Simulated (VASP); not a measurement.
Wanted: the native input for a VASP 6.6.1 run.

```
Task                   : single point
Functional             : r2SCAN
Potentials or basis    : VASP PAW PBE potentials, release 64 (Mg, S)
Cutoff                 : 520 eV
k mesh                 : 8 × 8 × 8
Occupations            : gaussian, width 0.01 eV
Spin                   : no spin polarisation
Dipole correction      : no
Further INCAR settings : ALGO = Normal; EDIFF = 1e-07; NBANDS = 11
```

The system is MgS.

```
CELL_PARAMETERS angstrom
2.54962 2.54962 0.00000
-2.54962 2.54962 0.00000
0.00000 2.54962 2.63287
ATOMIC_POSITIONS crystal
Mg 0.00000 0.00000 0.00000
S 0.50000 0.50000 0.00000
```

This cell differs from its parent crystal: in-plane strain -0.02, then relaxed in part.

The input as run:

POSCAR

```
MgS
1.0
    2.5496170000      2.5496170000      0.0000000000
   -2.5496170000      2.5496170000      0.0000000000
    0.0000000000      2.5496170000      2.6328698000
Mg S
1 1
Direct
    0.0000000000      0.0000000000      0.0000000000
    0.5000000000      0.5000000000      0.0000000000
```

INCAR.step1

```
SYSTEM = MgS
ALGO = Normal
EDIFF = 1E-4
ENCUT = 520
GGA = PE
ISMEAR = 0
LASPH = .True.
LCHARG = .False.
LREAL = .False.
LWAVE = .True.
NBANDS = 11
NELM = 80
PREC = Accurate
SIGMA = 0.01
```

INCAR.step2

```
SYSTEM = MgS
ALGO = Normal
EDIFF = 1E-7
ENCUT = 520
ISIF = 2
ISMEAR = 0
ISTART = 1
LASPH = .True.
LCHARG = .False.
LMIXTAU = .True.
LREAL = .False.
LWAVE = .False.
METAGGA = R2SCAN
NBANDS = 11
NELM = 80
PREC = Accurate
SIGMA = 0.01
```

KPOINTS

```
k-points
0
Gamma
  8 8 8
  0 0 0
```

Potentials or basis: VASP PAW PBE potentials, release 64 (Mg, S).

Command:

```bash
$ cat potpaw_PBE.64/Mg/POTCAR potpaw_PBE.64/S/POTCAR > POTCAR
$ cp INCAR.step1 INCAR
$ mpirun -np 1 vasp_std > vasp.out
$ cp INCAR.step2 INCAR
$ mpirun -np 1 vasp_std > vasp.out
```

It gave:

```yaml
Pressure: 2.1 GPa
Band_gap_on_the_k_mesh: 3.36 eV, indirect (least direct gap 4.77 eV)
```

Caveat: the cell differs from its parent crystal (in-plane strain -0.02, then relaxed in part); the PAW data sets were made with another functional, which shifts forces and pressure a little.

Run time: 65 s on 1 thread of Intel(R) Xeon(R) 6975P-C (Granite Rapids) (shared host), peak memory 0.17 GiB.
